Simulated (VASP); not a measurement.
Runs of VASP 6.6.1 on Br. The structure is that of space group Pm-3m (No. 221), or close to it. The cells are those of the table. 

```tsv
task	cell	cutoff (eV)	gap on the mesh (eV)	pressure (GPa)
single point	a = 3.097 Å, 1 atom	520	none	0.0
relaxation of cell and atoms	relaxed from a = 3.060 Å, 1 atom	600	none	0.0
single point	a = 3.077 Å, 1 atom	520	none	0.6
single point	a = 3.118 Å, 1 atom	520	none	(a)
```

Alike in all rows: level PBE; potentials or basis VASP PAW PBE potentials, release 64 (Br); no spin polarisation; k mesh 14 × 14 × 14; smearing methfessel-paxton 0.02 eV.

Task: Estimate the missing entries.

Result: (a) -0.5.

Caveats: an odd number of electrons without spin polarisation forces a metal; a magnetic or distorted state may lie lower.

A k mesh can miss the band edges, and the runs leave out spin-orbit coupling on Br.

A gap of «none» marks levels without a gap at the run's occupations.
